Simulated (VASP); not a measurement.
# SnO2 (Amm2) in VASP: further runs, part 2 of 2

VASP 6.6.1. Earlier steps stand in the parts before.

**3. Single point, r2SCAN (atom 3 (O) moved -0.100 Å towards its neighbour atom 1 (Sn) at 2.059 Å)**

The input, POSCAR:

```
SnO2
1.0
    4.7602164773      0.0000000000      0.0000000000
    0.0000000000      4.7602164773      0.0000000000
    0.0000000000      0.0000000000      3.2005650988
Sn O
2 4
Direct
    0.0000000000      0.0000000000      0.0000000000
    0.5000000000      0.5000000000      0.5000000000
    0.3207480073      0.3207480073      0.0000000000
    0.1941065016      0.8058934984      0.5000000000
    0.6941065016      0.6941065016      0.0000000000
    0.8058934984      0.1941065016      0.5000000000
```

The input, INCAR.step1:

```
PREC = Accurate
ENCUT = 520
ISMEAR = 0
SIGMA = 0.05
LREAL = F
LASPH = T
NELM = 100
NBANDS = 35
GGA = PE
ALGO = Normal
EDIFF = 1E-4
LWAVE = T
LCHARG = F
```

The input, INCAR.step2:

```
PREC = Accurate
ENCUT = 520
EDIFF = 1E-6
ISMEAR = 0
SIGMA = 0.05
LREAL = F
LASPH = T
NELM = 100
ALGO = Normal
ISIF = 2
LWAVE = F
LCHARG = F
METAGGA = R2SCAN
LMIXTAU = T
NBANDS = 35
ISTART = 1
```

The input, KPOINTS:

```
regular mesh
0
Gamma
  6 6 8
```

Potentials or basis: VASP PAW PBE potentials, release 64 (Sn_d, O).

Run with:

```console
$ cat potpaw_PBE.64/Sn_d/POTCAR potpaw_PBE.64/O/POTCAR > POTCAR
$ cp INCAR.step1 INCAR
$ mpirun -np 1 vasp_std > vasp.out
$ cp INCAR.step2 INCAR
$ mpirun -np 1 vasp_std > vasp.out
```

OUTCAR:

```text
PREC = Accurate
   ENCUT = 520
   EDIFF = 1E-6
   ISMEAR = 0
   LREAL = F
   LASPH = T
   NELM = 100
   ISIF = 2
   METAGGA = R2SCAN
   ISTART = 1

 ion  position               nearest neighbor table
   1  0.000  0.000  0.000-   5 2.06   4 2.07   6 2.07   4 2.07   6 2.07   3 2.16   2 3.73   2 3.73
                             2 3.73   2 3.73   2 3.73   2 3.73   2 3.73   2 3.73
   2  0.500  0.500  0.500-   3 2.00   3 2.00   6 2.06   4 2.06   5 2.07   5 2.07   1 3.73   1 3.73
                             1 3.73   1 3.73   1 3.73   1 3.73   1 3.73   1 3.73
   3  0.321  0.321  0.000-   2 2.00   2 2.00   1 2.16
   4  0.194  0.806  0.500-   2 2.06   1 2.07   1 2.07
   5  0.694  0.694  0.000-   1 2.06   2 2.07   2 2.07
   6  0.806  0.194  0.500-   2 2.06   1 2.07   1 2.07

  LATTYP: Found a simple tetragonal cell.
 ALAT       =     4.7602164773
 C/A-ratio  =     0.6723570481

  Lattice vectors:

 A1 = (   4.7602164773,   0.0000000000,   0.0000000000)
 A2 = (   0.0000000000,   4.7602164773,   0.0000000000)
 A3 = (   0.0000000000,   0.0000000000,   3.2005650988)

Analysis of symmetry for initial positions (statically):
=====================================================================
 Subroutine PRICEL returns:
 Original cell was already a primitive cell.

 Routine SETGRP: Setting up the symmetry group for a
 simple tetragonal supercell.

 Subroutine GETGRP returns: Found  4 space group operations
 (whereof  4 operations were pure point group operations)
 out of a pool of 16 trial point group operations.

The static configuration has the point symmetry C_2v.

Analysis of symmetry for dynamics (positions and initial velocities):
=====================================================================
 Subroutine PRICEL returns:
 Original cell was already a primitive cell.

 Routine SETGRP: Setting up the symmetry group for a
 simple tetragonal supercell.

 Subroutine GETGRP returns: Found  4 space group operations
 (whereof  4 operations were pure point group operations)
 out of a pool of 16 trial point group operations.

The dynamic configuration has the point symmetry C_2v.

 Subroutine INISYM returns: Found  4 space group operations
 (whereof  4 operations are pure point group operations),
 and found     1 'primitive' translations

----------------------------------------------------------------------------------------

                                     Primitive cell

  volume of cell :      72.5237

  direct lattice vectors                    reciprocal lattice vectors
     4.760216477  0.000000000  0.000000000     0.210074480  0.000000000  0.000000000
     0.000000000  4.760216477  0.000000000     0.000000000  0.210074480  0.000000000
     0.000000000  0.000000000  3.200565099     0.000000000  0.000000000  0.312444824

  length of vectors
     4.760216477  4.760216477  3.200565099     0.210074480  0.210074480  0.312444824

  position of ions in fractional coordinates (direct lattice)
     0.000000000  0.000000000  0.000000000
     0.500000000  0.500000000  0.500000000
     0.320748007  0.320748007  0.000000000
     0.194106502  0.805893498  0.500000000
     0.694106502  0.694106502  0.000000000
     0.805893498  0.194106502  0.500000000

  ion indices of the primitive-cell ions
   primitive index   ion index
                 1           1
                 2           2
                 3           3
                 4           4
[... 26 lines left out ...]

 Found     65 irreducible k-points:

 Following reciprocal coordinates:
            Coordinates               Weight
  0.000000  0.000000  0.000000      1.000000
  0.166667  0.000000  0.000000      4.000000
  0.333333  0.000000  0.000000      4.000000
  0.500000  0.000000  0.000000      2.000000
  0.166667  0.166667  0.000000      2.000000
 -0.166667  0.166667  0.000000      2.000000
[... 16 lines left out ...]
  0.333333  0.333333  0.125000      4.000000
 -0.333333  0.333333  0.125000      4.000000
 [... further k-points ...]
   k-points           NKPTS =     65   k-points in BZ     NKDIM =     65   number of bands    NBANDS=     35
   number of dos      NEDOS =    301   number of ions     NIONS =      6
   total plane-waves  NPLWV =  31104
   dimension x,y,z NGX =    36 NGY =   36 NGZ =   24
   dimension x,y,z NGXF=    72 NGYF=   72 NGZF=   48
   ions per type =               2   4
   NGX,Y,Z   is equivalent  to a cutoff of  12.57, 12.57, 12.47 a.u.
   NGXF,Y,Z  is equivalent  to a cutoff of  25.15, 25.15, 24.93 a.u.
 SYSTEM =  unknown system
   PREC   = accura    normal or accurate (medium, high low for compatibility)
   ISTART =      1    job   : 0-new  1-cont  2-samecut
   ICHARG =      0    charge: 1-file 2-atom 10-const
   ISPIN  =      1    spin polarized calculation?
   LNONCOLLINEAR =      F non collinear calculations
   LSORBIT =      F    spin-orbit coupling
   LASPH  =      T    aspherical Exc in radial PAW
   ENCUT  =  520.0 eV  38.22 Ry    6.18 a.u.   8.85  8.85  5.95*2*pi/ulx,y,z
   NELM   =    100;   NELMIN=  2; NELMDL=  0     # of ELM steps
   EDIFF  = 0.1E-05   stopping-criterion for ELM
   LREAL  =      F    real-space projection
   EDIFFG = 0.1E-04   stopping-criterion for IOM
   NSW    =      0    number of steps for IOM
   IBRION =     -1    ionic relax: 0-MD 1-quasi-New 2-CG
   NFREE  =      0    steps in history (QN), initial steepest desc. (CG)
   ISIF   =      2    stress and relaxation
   ISYM   =      2    0-nonsym 1-usesym 2-fastsym
   POTIM  = 0.5000    time-step for ionic-motion
   TEBEG  =    0.0;   TEEND  =   0.0 temperature during run
   PSTRESS=    0.0 pullay stress
   NELECT =      52.0000    total number of electrons
   NUPDOWN=      -1.0000    fix difference up-down
   EMIN   =  10.00;   EMAX   =-10.00  energy-range for DOS
   EFERMI =   0.00;   METHOD = LEGACY
   ISMEAR =     0;   SIGMA  =   0.05  broadening in eV -4-tet -1-fermi 0-gaus
   EFERMI_NEDOS =   21; number of points for ismear=-14 and -15
   IALGO  =     38    algorithm
   IMIX   =      4    mixing-type and parameters
     AMIX     =   0.40;   BMIX     =  1.00
     AMIX_MAG =   1.60;   BMIX_MAG =  1.00
  volume/ion in A,a.u.               =      12.09        81.57
  Fermi-wavevector in a.u.,A,eV,Ry     =   1.465264  2.768948 29.211695  2.146999
  Thomas-Fermi vector in A             =   2.581142
   LORBIT       =      0    0 simple, 1 ext, 2 COOP (PROOUT), +10 PAW based schemes
   METAGGA = R2SCAN    functional components
   LHFCALC =     F    Hartree Fock is set to
   AEXX    =    0.0000 exact exchange contribution
   IVDW    =     0    specifies the selected vdW correction
   LEPSILON=     F    determine dielectric tensor
   LRPA    =     F    only Hartree local field effects (RPA)
 non-spin polarized calculation
 Gauss-broadening in eV      SIGMA  =   0.05
  energy-cutoff  :      520.00
  volume of cell :       72.52
 maximum number of plane-waves:      1992
   NGX = 17   NGY = 17   NGZ = 11

 number of electron      52.0000003 magnetization

 Free energy of the ion-electron system (eV)
  ---------------------------------------------------
  ext. energy  EPLUGINS =         0.00000000
  ---------------------------------------------------
  free energy    TOTEN  =       -84.51002970 eV

  energy without entropy =      -84.51002970  energy(sigma->0) =      -84.51002970

 E-fermi :   5.8586     XC(G=0): -11.9612

 val. band max:        5.5497439182   @ k =   0.0000   0.0000   0.0000
 cond. band min:       7.4033501953   @ k =   0.0000   0.0000   0.0000
 fundamental gap:      1.8536062772
 Fermi energy:         5.8586322234

 k-point     1 :       0.0000    0.0000    0.0000
  band No.  band energies     occupation
      1     -16.1841      2.00000
      2     -15.3578      2.00000
      3     -15.0374      2.00000
      4     -14.9640      2.00000
      5     -14.8891      2.00000
      6     -14.8545      2.00000
[... 901 lines left out ...]
     34      18.6598      0.00000
     35      18.8951      0.00000

 [... further k-points ...]
[... 5 lines left out ...]
  --------------------------------------------------------------------------------------
  -------------------------------------------------------------------------------------
  Total        0.9092599      0.9092599      1.7886166     -0.0175474      0.0000000      0.0000000
  in kB       20.0871613     20.0871613     39.5137071     -0.3876533      0.0000000      0.0000000
  external PRESSURE =      26.5626766 kB  Pullay stress =       0.0000000 kB

 VOLUME and BASIS-vectors are now :
 -----------------------------------------------------------------------------
  energy-cutoff  :      520.00
  volume of cell :       72.52
      direct lattice vectors                 reciprocal lattice vectors
     4.760216477  0.000000000  0.000000000     0.210074480  0.000000000  0.000000000
     0.000000000  4.760216477  0.000000000     0.000000000  0.210074480  0.000000000
     0.000000000  0.000000000  3.200565099     0.000000000  0.000000000  0.312444824

 POSITION                                       TOTAL-FORCE (eV/Angst)
 -----------------------------------------------------------------------------------
      0.00000      0.00000      0.00000         0.263698      0.263698      0.000000
      2.38011      2.38011      1.60028         0.706908      0.706908      0.000000
      1.52683      1.52683      0.00000        -1.646965     -1.646965      0.000000
      0.92399      3.83623      1.60028        -0.032502      0.298842      0.000000
      3.30410      3.30410      0.00000         0.410019      0.410019      0.000000
      3.83623      0.92399      1.60028         0.298842     -0.032502      0.000000
 -----------------------------------------------------------------------------------
    total drift:                               -0.003355     -0.003355      0.000001

  FREE ENERGIE OF THE ION-ELECTRON SYSTEM (eV)
  ---------------------------------------------------
  free  energy   TOTEN  =       -84.5100296978 eV

  energy  without entropy=      -84.5100296978  energy(sigma->0) =      -84.51002970
```

Run time: 6.8 min. Hardware: 1 thread of AMD EPYC 9R45 (Zen 5), shared host; peak memory 0.24 GiB.

What came out:

* Free energy: -84.5100 eV
* Pressure: 2.7 GPa
* Largest force: 2.329 eV/Å
* Band gap on the k mesh: 1.85 eV

Forces on the atoms (eV/Å):
```
Sn   0.264  0.264  0.000
Sn   0.707  0.707  0.000
O   -1.647 -1.647  0.000
O   -0.033  0.299  0.000
O    0.410  0.410  0.000
O    0.299 -0.033  0.000
```

Stress tensor (GPa, compression positive):
```
 2.01 -0.04  0.00
-0.04  2.01  0.00
 0.00  0.00  3.95
```

Caveat: the cell differs from its parent crystal (atom 3 (O) moved -0.100 Å towards its neighbour atom 1 (Sn) at 2.059 Å); the PAW data sets were made with another functional, which shifts forces and pressure a little; spin-orbit coupling is left out, which moves the levels of the heavy elements.
